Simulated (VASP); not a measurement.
Crystal: La2O3.

```xyz
5
Lattice="3.9308 0.0000 0.0000 -1.9654 3.4042 0.0000 0.0000 0.0000 6.1120" Properties=species:S:1:pos:R:3 pbc="T T T"
La    0.0000    2.2694    1.5050
La    1.9654    1.1347    4.6070
O     0.0000    0.0000    0.0000
O     0.0000    2.2694    3.9477
O     1.9654    1.1347    2.1643
```

```yaml
Program: VASP 6.6.1
Task: relaxation of cell and atoms
Functional: PBEsol
Dispersion: D4
Potentials_or_basis: VASP PAW PBE potentials, release 64 (La, O)
Cutoff: 600 eV
k_mesh: 8 × 8 × 5
Occupations: fermi-dirac, width 0.05 eV
Spin: no spin polarisation
```

At the start: pressure -4.9 GPa; volume 16.36 Å³/atom.

Problem. Where does the relaxation end?

Solution. Over 13 steps the energy falls by 10.1 meV/atom and the volume is 15.69 Å³/atom (-4.1 %); space group P-3m1 (No. 164, to 0.05 Å).

Step by step:
```csv
step,energy change (eV),largest force (eV/Å),pressure (GPa),volume (Å³)
1,0.0000,0.1282,-4.94,81.78
2,0.0118,0.6182,6.14,75.96
3,-0.0457,0.2069,-0.12,78.96
4,-0.0457,0.2138,-0.02,78.91
5,-0.0490,0.0402,0.06,78.65
6,-0.0492,0.0409,0.09,78.55
7,-0.0499,0.0407,-0.11,78.61
8,-0.0500,0.0432,-0.22,78.64
9,-0.0500,0.0423,-0.25,78.66
10,-0.0502,0.0491,0.20,78.40
11,-0.0503,0.0275,0.04,78.49
12,-0.0504,0.0146,0.03,78.48
13,-0.0504,0.0059,0.02,78.46
```

Final structure:
```cif
data_structure
_symmetry_space_group_name_H-M 'P 1'
_symmetry_Int_Tables_number 1
_cell_length_a 3.8926
_cell_length_b 3.8926
_cell_length_c 5.9793
_cell_angle_alpha 90.000
_cell_angle_beta 90.000
_cell_angle_gamma 120.000
_cell_volume 78.46
loop_
_atom_site_label
_atom_site_type_symbol
_atom_site_fract_x
_atom_site_fract_y
_atom_site_fract_z
_atom_site_occupancy
La1 La 0.33333 0.66667 0.24426 1
La2 La 0.66667 0.33333 0.75574 1
O1 O 0.00000 0.00000 0.00000 1
O2 O 0.33333 0.66667 0.64684 1
O3 O 0.66667 0.33333 0.35316 1
```

Caveat: the PAW data sets were made with another functional, which shifts forces and pressure a little.
